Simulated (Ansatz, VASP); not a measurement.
**MgO: VASP beside Ansatz**

File INCAR:

```
SYSTEM = MgO
PREC = Accurate
ENCUT = 520
EDIFF = 1E-6
ISMEAR = -1
SIGMA = 0.02
LREAL = .False.
LASPH = .True.
NELM = 60
ALGO = Normal
ISIF = 2
LWAVE = .False.
LCHARG = .True.
GGA = PE
LELF = .True.
LVHAR = .True.
NBANDS = 11
```

The input KPOINTS:

```
regular mesh
0
Gamma
  10 10 10
  0 0 0
```

Contents of POSCAR:

```
MgO
1.0
    2.5561913908      0.0000000000      0.0000000000
    0.0000000000      2.6233491285      0.0000000000
    0.0000000000      0.0000000000      2.6233491285
Mg O
1 1
Direct
    0.0000000000      0.0000000000      0.0000000000
    0.5000000000      0.5000000000      0.5000000000
```

Input for Ansatz:

```yaml
crystal:
  lattice:
    - [2.5561913908, 0.0, 0.0]
    - [0.0, 2.6233491285, 0.0]
    - [0.0, 0.0, 2.6233491285]
  atoms:
    - { symbol: Mg, position: [0.0, 0.0, 0.0] }
    - { symbol: O, position: [0.5, 0.5, 0.5] }
kpoints:
  mp_grid: { grid: [10, 10, 10] }
  band_path:
    path: [[0.0, 0.0, 0.0], [0.0, 0.5, 0.0], [0.5, 0.5, 0.0], [0.5, 0.5, 0.5]]
    npoints: 1
hamiltonian:
  xc: pbe
scf:
  occupations: { method: fermi_dirac, width: 0.02 }
  n_extra_bands: 4
output:
  forces: true
  stress: true
  eigenvalues: true
```

Change from the starting cell: uniaxial_x strain -2.6%.

Alike in both runs: task single point; functional PBE; k mesh 10 × 10 × 10; occupations fermi-dirac, width 0.02 eV; no spin polarisation.

|  | VASP | Ansatz |
| --- | --- | --- |
| version | VASP 6.6.1 | Ansatz 0.2.0 |
| potentials or method | VASP PAW PBE potentials, release 64 (Mg, O) | plane waves, PAW |
| plane-wave cutoff (eV) | 520 | 420 |
| valence electrons in the cell | 8 | 16 |

```tsv
	VASP	Ansatz	Ansatz less VASP
gap on the k mesh at the Fermi level (eV)	2.66	2.67	+0.017
pressure (GPa)	10.1	10.8	+0.75
traceless stress, the component that is largest in VASP (GPa)	12.17	12.10	-0.073
```

With one functional, cell and mesh, what is left measures potentials, basis and numerics. VASP's potentials hold 8 valence electrons a cell and Ansatz's 16, so a difference there can come from the potentials and not from the codes.
